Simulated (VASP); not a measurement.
# InCu2 (P6_3/mmc) in VASP: relaxation of cell and atoms with LDA

Aim: the relaxation of cell and atoms of InCu2 with LDA.

All numbers are computed with VASP 6.6.1; they aren't measurements. Logs are shortened: lines on timing, memory, paths and dates and some standing lists are left out, and cuts for length are marked.

**1. The cell of the first run**

The structure is hexagonal, space group P6_3/mmc (No. 194). The conventional cell has a = 4.294 Å, b = 4.294 Å, c = 5.233 Å, α = 90.00°, β = 90.00°, γ = 120.00°. Within 3.3 Å of In (site symmetry -6m2) lie 11 Cu at 2.48 to 2.80 Å. Cu (site symmetry -6m2) has 5 In at 2.48 to 2.62 Å and 6 Cu at 2.80 Å within 3.3 Å. Cu (site symmetry -3m) has 8 Cu at 2.62 to 2.80 Å and 6 In at 2.80 Å within 3.5 Å.

**2. Relaxation of cell and atoms, LDA**

File INCAR:

```
SYSTEM = InCu2
ALGO     = Normal         ! electronic algorithm
EDIFF    = 1E-6           ! SCF threshold, eV
EDIFFG   = -0.005         ! ionic threshold
ENCUT    = 600            ! plane-wave cutoff, eV
IBRION   = 2              ! ionic algorithm
ISIF     = 3              ! what is computed and relaxed
ISMEAR   = -1             ! smearing method
LASPH    = .TRUE.         ! aspherical terms in the spheres
LCHARG   = .FALSE.        ! write CHGCAR
LREAL    = .FALSE.        ! projectors in reciprocal space
LWAVE    = .FALSE.        ! write WAVECAR
NELM     = 60             ! most SCF steps
NSW      = 70             ! ionic steps
PREC     = Accurate       ! precision mode
SIGMA    = 0.05           ! smearing width, eV
```

File KPOINTS:

```
k-points
0
G
  9 9 6
  0 0 0
```

File POSCAR:

```
InCu2
1.0
    4.2943000000      0.0000000000      0.0000000000
   -2.1471500000      3.7189728915      0.0000000000
    0.0000000000      0.0000000000      5.2328000000
In Cu
2 4
Direct
    0.3333333333      0.6666666667      0.7500000000
    0.6666666667      0.3333333333      0.2500000000
    0.3333333333      0.6666666667      0.2500000000
    0.6666666667      0.3333333333      0.7500000000
    0.0000000000      0.0000000000      0.0000000000
    0.0000000000      0.0000000000      0.5000000000
```

Potentials or basis: VASP PAW LDA potentials, release 64 (In_d, Cu).

Run with:

```bash
$ cat potpaw_LDA.64/In_d/POTCAR potpaw_LDA.64/Cu/POTCAR > POTCAR
$ mpirun -np 1 vasp_std > vasp.out
```

OUTCAR:

```text
SYSTEM = InCu2
   EDIFF = 1E-6
   EDIFFG = -0.005
   ENCUT = 600
   IBRION = 2
   ISIF = 3
   ISMEAR = -1
   LASPH = .TRUE.
   LREAL = .FALSE.
   NELM = 60
   NSW = 70
   PREC = Accurate

 ion  position               nearest neighbor table
   1  0.333  0.667  0.750-   4 2.48   4 2.48   4 2.48   3 2.62   3 2.62   5 2.80   6 2.80   6 2.80
                             5 2.80   6 2.80   5 2.80   2 3.60   2 3.60   2 3.60   2 3.60   2 3.60
   2  0.667  0.333  0.250-   3 2.48   3 2.48   3 2.48   4 2.62   4 2.62   5 2.80   6 2.80   5 2.80
                             6 2.80   5 2.80   6 2.80   1 3.60   1 3.60   1 3.60   1 3.60   1 3.60
   3  0.333  0.667  0.250-   2 2.48   2 2.48   2 2.48   1 2.62   1 2.62
   4  0.667  0.333  0.750-   1 2.48   1 2.48   1 2.48   2 2.62   2 2.62
   5  0.000  0.000  0.000-   6 2.62   6 2.62   1 2.80   2 2.80   2 2.80   1 2.80   2 2.80   1 2.80

   6  0.000  0.000  0.500-   5 2.62   5 2.62   1 2.80   2 2.80   2 2.80   1 2.80   2 2.80   1 2.80

  LATTYP: Found a hexagonal cell.
 ALAT       =     4.2943000000
 C/A-ratio  =     1.2185455138

  Lattice vectors:

 A1 = (   4.2943000000,   0.0000000000,   0.0000000000)
 A2 = (  -2.1471500000,   3.7189728915,   0.0000000000)
 A3 = (   0.0000000000,   0.0000000000,   5.2328000000)

Analysis of symmetry for initial positions (statically):
=====================================================================
 Subroutine PRICEL returns:
 Original cell was already a primitive cell.

 Routine SETGRP: Setting up the symmetry group for a
 hexagonal supercell.

 Subroutine GETGRP returns: Found 24 space group operations
 (whereof 12 operations were pure point group operations)
 out of a pool of 24 trial point group operations.

The static configuration has the point symmetry D_3d.
 The point group associated with its full space group is D_6h.

Analysis of symmetry for dynamics (positions and initial velocities):
=====================================================================
 Subroutine PRICEL returns:
 Original cell was already a primitive cell.

 Routine SETGRP: Setting up the symmetry group for a
 hexagonal supercell.

 Subroutine GETGRP returns: Found 24 space group operations
 (whereof 12 operations were pure point group operations)
 out of a pool of 24 trial point group operations.

The dynamic configuration has the point symmetry D_3d.
 The point group associated with its full space group is D_6h.

 Subroutine INISYM returns: Found 24 space group operations
 (whereof 12 operations are pure point group operations),
 and found     1 'primitive' translations

----------------------------------------------------------------------------------------

                                     Primitive cell

  volume of cell :      83.5698

  direct lattice vectors                    reciprocal lattice vectors
     4.294300000  0.000000000  0.000000000     0.232866823  0.134445723  0.000000000
    -2.147150000  3.718972891  0.000000000     0.000000000  0.268891446  0.000000000
     0.000000000  0.000000000  5.232800000     0.000000000  0.000000000  0.191102278

  length of vectors
     4.294300000  4.294300000  5.232800000     0.268891446  0.268891446  0.191102278

  position of ions in fractional coordinates (direct lattice)
     0.333333333  0.666666667  0.750000000
     0.666666667  0.333333333  0.250000000
     0.333333333  0.666666667  0.250000000
     0.666666667  0.333333333  0.750000000
     0.000000000  0.000000000  0.000000000
     0.000000000  0.000000000  0.500000000

  ion indices of the primitive-cell ions
   primitive index   ion index
                 1           1
                 2           2
                 3           3
                 4           4
                 5           5
                 6           6

----------------------------------------------------------------------------------------

 KPOINTS: k-points

Automatic generation of k-mesh.
 Grid dimensions read from file:
 generate k-points for:    9    9    6

 Generating k-lattice:

  Cartesian coordinates                     Fractional coordinates (reciprocal lattice)
     0.025874091  0.014938414  0.000000000     0.111111111  0.000000000  0.000000000
     0.000000000  0.029876827  0.000000000     0.000000000  0.111111111  0.000000000
     0.000000000  0.000000000  0.031850380     0.000000000  0.000000000  0.166666667

  Length of vectors
     0.029876827  0.029876827  0.031850380

  Shift w.r.t. Gamma in fractional coordinates (k-lattice)
     0.000000000  0.000000000  0.000000000

 Subroutine IBZKPT returns following result:
 ===========================================

 Found     48 irreducible k-points:

 Following reciprocal coordinates:
            Coordinates               Weight
  0.000000  0.000000  0.000000      1.000000
  0.111111  0.000000  0.000000      6.000000
  0.222222  0.000000  0.000000      6.000000
  0.333333  0.000000  0.000000      6.000000
  0.444444  0.000000  0.000000      6.000000
  0.111111  0.111111  0.000000      6.000000
[... 16 lines left out ...]
  0.333333  0.222222  0.166667     24.000000
  0.333333  0.333333  0.166667      4.000000
 [... further k-points ...]
   k-points           NKPTS =     48   k-points in BZ     NKDIM =     48   number of bands    NBANDS=     42
   number of dos      NEDOS =    301   number of ions     NIONS =      6
   total plane-waves  NPLWV =  54432
   dimension x,y,z NGX =    36 NGY =   36 NGZ =   42
   dimension x,y,z NGXF=    72 NGYF=   72 NGZF=   84
   ions per type =               2   4
   NGX,Y,Z   is equivalent  to a cutoff of  13.94, 13.94, 13.34 a.u.
   NGXF,Y,Z  is equivalent  to a cutoff of  27.87, 27.87, 26.69 a.u.
 SYSTEM =  InCu2
   PREC   = accura    normal or accurate (medium, high low for compatibility)
   ISTART =      0    job   : 0-new  1-cont  2-samecut
   ICHARG =      2    charge: 1-file 2-atom 10-const
   ISPIN  =      1    spin polarized calculation?
   LNONCOLLINEAR =      F non collinear calculations
   LSORBIT =      F    spin-orbit coupling
   LASPH  =      T    aspherical Exc in radial PAW
   ENCUT  =  600.0 eV  44.10 Ry    6.64 a.u.   8.58  8.58 10.45*2*pi/ulx,y,z
   NELM   =     60;   NELMIN=  2; NELMDL= -5     # of ELM steps
   EDIFF  = 0.1E-05   stopping-criterion for ELM
   LREAL  =      F    real-space projection
   EDIFFG = -.5E-02   stopping-criterion for IOM
   NSW    =     70    number of steps for IOM
   IBRION =      2    ionic relax: 0-MD 1-quasi-New 2-CG
   NFREE  =      1    steps in history (QN), initial steepest desc. (CG)
   ISIF   =      3    stress and relaxation
   ISYM   =      2    0-nonsym 1-usesym 2-fastsym
   POTIM  = 0.5000    time-step for ionic-motion
   TEBEG  =    0.0;   TEEND  =   0.0 temperature during run
   PSTRESS=    0.0 pullay stress
   NELECT =      70.0000    total number of electrons
   NUPDOWN=      -1.0000    fix difference up-down
   EMIN   =  10.00;   EMAX   =-10.00  energy-range for DOS
   EFERMI =   0.00;   METHOD = LEGACY
   ISMEAR =    -1;   SIGMA  =   0.05  broadening in eV -4-tet -1-fermi 0-gaus
   EFERMI_NEDOS =   21; number of points for ismear=-14 and -15
   IALGO  =     38    algorithm
   IMIX   =      4    mixing-type and parameters
     AMIX     =   0.40;   BMIX     =  1.00
     AMIX_MAG =   1.60;   BMIX_MAG =  1.00
  volume/ion in A,a.u.               =      13.93        93.99
  Fermi-wavevector in a.u.,A,eV,Ry     =   1.543208  2.916239 32.402132  2.381489
  Thomas-Fermi vector in A             =   2.648903
   LORBIT       =      0    0 simple, 1 ext, 2 COOP (PROOUT), +10 PAW based schemes
   GGA     = CA    functional components
   LHFCALC =     F    Hartree Fock is set to
   AEXX    =    0.0000 exact exchange contribution
   IVDW    =     0    specifies the selected vdW correction
   LEPSILON=     F    determine dielectric tensor
   LRPA    =     F    only Hartree local field effects (RPA)
 conjugate gradient relaxation of ions
 non-spin polarized calculation
  energy-cutoff  :      600.00
  volume of cell :       83.57
 maximum number of plane-waves:      2821
 NGX is ok and might be reduce to    36
   NGX = 17   NGY = 17   NGZ = 21

--------------------------------------- Ionic step        1  -------------------------------------------

 number of electron      70.0000044 magnetization

 Free energy of the ion-electron system (eV)
  ---------------------------------------------------
  ext. energy  EPLUGINS =         0.00000000
  ---------------------------------------------------
  free energy    TOTEN  =       -24.86099025 eV

  energy without entropy =      -24.84785675  energy(sigma->0) =      -24.85442350

------------------------ aborting loop because EDIFF is reached ----------------------------------------

  FORCE on cell =-STRESS in cart. coord.  units (eV):
  Direction    XX          YY          ZZ          XY          YZ          ZX
  --------------------------------------------------------------------------------------
  -------------------------------------------------------------------------------------
  Total        1.8038954      1.8038954      0.1883188     -0.0000000     -0.0000000      0.0000000
  in kB       34.5837753     34.5837753      3.6103953     -0.0000000     -0.0000000      0.0000000
  external PRESSURE =      24.2593153 kB  Pullay stress =       0.0000000 kB
[... 101 lines left out ...]
  FREE ENERGIE OF THE ION-ELECTRON SYSTEM (eV)
  ---------------------------------------------------
  free  energy   TOTEN  =       -24.8769731374 eV

  energy  without entropy=      -24.8637953085  energy(sigma->0) =      -24.87038422

[... ionic steps 4 to 7 ...]

--------------------------------------- Ionic step        8  -------------------------------------------

 number of electron      70.0000035 magnetization

------------------------ aborting loop because EDIFF is reached ----------------------------------------
[... 75 lines left out ...]
--------------------------------------- Ionic step       10  -------------------------------------------

 number of electron      70.0000035 magnetization

 Free energy of the ion-electron system (eV)
  ---------------------------------------------------
  ext. energy  EPLUGINS =         0.00000000
  ---------------------------------------------------
  free energy    TOTEN  =       -24.87763998 eV

  energy without entropy =      -24.86452717  energy(sigma->0) =      -24.87108357

 E-fermi :   9.5274     XC(G=0): -12.6997

 val. band max:        9.5204605712   @ k =   0.4444   0.1111   0.3333
 cond. band min:       9.5995011001   @ k =   0.2222   0.0000   0.3333
 fundamental gap:      0.0790405289
 Fermi energy:         9.5273925243

 k-point     1 :       0.0000    0.0000    0.0000
  band No.  band energies     occupation
      1      -5.4842      2.00000
      2      -5.3580      2.00000
      3      -5.3573      2.00000
      4      -5.3573      2.00000
      5      -5.3274      2.00000
      6      -5.3274      2.00000
[... 1069 lines left out ...]
     41      15.4576      0.00000
     42      15.4684      0.00000

 [... further k-points ...]
[... 5 lines left out ...]
  --------------------------------------------------------------------------------------
  -------------------------------------------------------------------------------------
  Total       -0.0172649     -0.0172649     -0.0154142     -0.0000000      0.0000000      0.0000000
  in kB       -0.3254532     -0.3254532     -0.2905665     -0.0000000      0.0000000      0.0000000
  external PRESSURE =      -0.3138243 kB  Pullay stress =       0.0000000 kB
[... 21 lines left out ...]
  FREE ENERGIE OF THE ION-ELECTRON SYSTEM (eV)
  ---------------------------------------------------
  free  energy   TOTEN  =       -24.8776399787 eV

  energy  without entropy=      -24.8645271692  energy(sigma->0) =      -24.87108357

 reached required accuracy - stopping structural energy minimisation
```

Wall time 9 min (1 thread of Intel Xeon 6975P-C (Granite Rapids), shared host); peak memory 0.31 GiB.

What came out:

| Item | Value |
| --- | --- |
| Free energy | -24.8776 eV |
| Relaxed volume | 14.17 Å³/atom |
| Relaxed cell | a = 4.335 Å, b = 4.335 Å, c = 5.222 Å, α = 90.00°, β = 90.00°, γ = 120.00° |
| Space group after relaxing (to 0.1 Å) | P6_3/mmc (No. 194) |
| Energy gained by relaxing | 2.8 meV/atom |
| Ionic steps | 10 |
| Pressure after relaxing | 0.0 GPa |
| Band gap on the k mesh | zero (bands 35 and 36 overlap by 5.07 eV) |

The path:
| step | energy change (eV) | largest force (eV/Å) | pressure (GPa) | volume (Å³) |
| --- | --- | --- | --- | --- |
| 1 | 0.0000 | 0.0000 | 2.43 | 83.57 |
| 2 | -0.0104 | 0.0000 | -1.80 | 86.14 |
| 3 | -0.0160 | 0.0000 | -0.33 | 85.17 |
| 4 | -0.0160 | 0.0000 | -0.19 | 85.13 |
| 5 | -0.0166 | 0.0000 | 0.21 | 84.95 |
| 6 | -0.0166 | 0.0000 | -0.01 | 84.97 |
| 7 | -0.0166 | 0.0000 | -0.01 | 84.96 |
| 8 | -0.0166 | 0.0000 | -0.01 | 84.96 |
| 9 | -0.0166 | 0.0000 | 0.07 | 84.97 |
| 10 | -0.0166 | 0.0000 | -0.03 | 84.99 |

Final structure:
```
CELL_PARAMETERS angstrom
4.33539 0.00000 0.00000
-2.16770 3.75456 0.00000
0.00000 0.00000 5.22154
ATOMIC_POSITIONS crystal
In 0.33333 0.66667 0.75000
In 0.66667 0.33333 0.25000
Cu 0.33333 0.66667 0.25000
Cu 0.66667 0.33333 0.75000
Cu 0.00000 0.00000 0.00000
Cu 0.00000 0.00000 0.50000
```

Caveat: spin-orbit coupling is left out, which moves the levels of the heavy elements.
